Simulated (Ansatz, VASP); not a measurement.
# Al in VASP and in Ansatz

```xyz
4
Lattice="2.7018 0.0000 0.0000 -1.3509 2.3399 0.0000 0.0000 0.0000 9.2410" Properties=species:S:1:pos:R:3 pbc="T T T"
Al   -0.1165    0.0000    0.0000
Al    0.0000    1.5599    2.3103
Al    0.1165    0.0000    4.6205
Al    1.3509    0.7800    6.9308
```

Change from the starting cell: mode 4 frozen in at -0.121 Å, equal normal strain along x and y -0.0400.

Alike in both runs: task single point; functional PBE; dispersion D3(BJ); k mesh 18 × 18 × 4; occupations gaussian, width 0.15 eV; no spin polarisation.

```csv
,VASP,Ansatz
version,VASP 6.6.1,Ansatz 0.2.0
potentials or method,"VASP PAW PBE potentials, release 64 (Al), cutoff 520 eV","scalar-relativistic, plane waves, PAW"
valence electrons in the cell,12,12
```

|  | VASP | Ansatz | Ansatz less VASP |
| --- | --- | --- | --- |
| gap on the k mesh at the Fermi level (eV) | none | none | - |
| pressure (GPa) | 8.9 | 8.9 | -0.01 |
| traceless stress, the component that is largest in VASP (GPa) | -3.32 | -3.32 | -0.001 |
| rms of the force components (eV/Å) | 0.048 | 0.048 | +0.0002 |

Atom by atom the forces differ by 0.000 eV/Å (rms over components). A gap of «none» marks a metal or a gap that the smearing closes.
